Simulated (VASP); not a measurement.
Al3Ir2: single point with PBE

The system is Al3Ir2.

```
CELL_PARAMETERS angstrom
0.00000 4.04065 5.70485
2.19880 0.00000 5.70485
2.19880 4.04065 0.00000
ATOMIC_POSITIONS crystal
Al 0.31807 0.31807 0.68193
Al 0.68193 0.68193 0.31807
Al 0.00000 0.00000 0.00000
Ir 0.32826 0.67174 0.32826
Ir 0.67174 0.32826 0.67174
```

The cell was generated, and may not be a known phase.

```json
{
 "Program": "VASP 6.6.1",
 "Task": "single point",
 "Functional": "PBE",
 "Potentials or basis": "VASP PAW PBE potentials, release 64 (Al, Ir)",
 "Cutoff": "520 eV",
 "k mesh": "10 × 10 × 10",
 "Occupations": "gaussian, width 0.1 eV",
 "Spin": "no spin polarisation",
 "Dipole correction": "no",
 "Further INCAR settings": "ALGO = Fast; EDIFF = 1e-06; NBANDS = 22"
}
```

The pressure is 0.1 GPa and the largest force is 0.016 eV/Å. The band gap on the k mesh is zero (an odd number of electrons rules out a gap without spin polarisation).

Forces in eV/Å, atoms in the order of the input:
```
Al   0.000  0.000 -0.008
Al   0.000  0.000  0.008
Al   0.000  0.000  0.000
Ir   0.000 -0.016  0.000
Ir   0.000  0.016  0.000
```

Levels at points of the mesh, in eV from the Fermi level:
| k point | band 11 | band 12 | band 13 | band 14 | band 15 | band 16 | band 17 | band 18 |
| --- | --- | --- | --- | --- | --- | --- | --- | --- |
| (0.00, 0.00, 0.00) | -1.87 | -1.79 | -1.70 | 1.60 | 2.44 | 2.79 | 2.91 | 3.16 |
| (0.50, 0.00, 0.00) | -1.59 | -1.04 | -1.01 | -0.83 | 0.06 | 1.64 | 1.71 | 2.94 |
| (0.50, 0.50, 0.00) | -1.97 | -1.43 | 1.04 | 1.22 | 1.59 | 2.60 | 3.19 | 3.75 |
| (0.50, 0.00, 0.50) | -1.45 | -0.56 | -0.39 | -0.04 | 0.79 | 0.98 | 1.28 | 1.39 |
| (0.00, 0.50, 0.50) | -1.48 | -1.45 | -1.14 | -0.54 | -0.03 | 2.35 | 2.38 | 3.87 |

Wall time 19 min on 1 thread of Intel Xeon 8259CL, on a shared host, peak memory 0.54 GiB.

Caveat: spin-orbit coupling is left out, which moves the levels of the heavy elements.
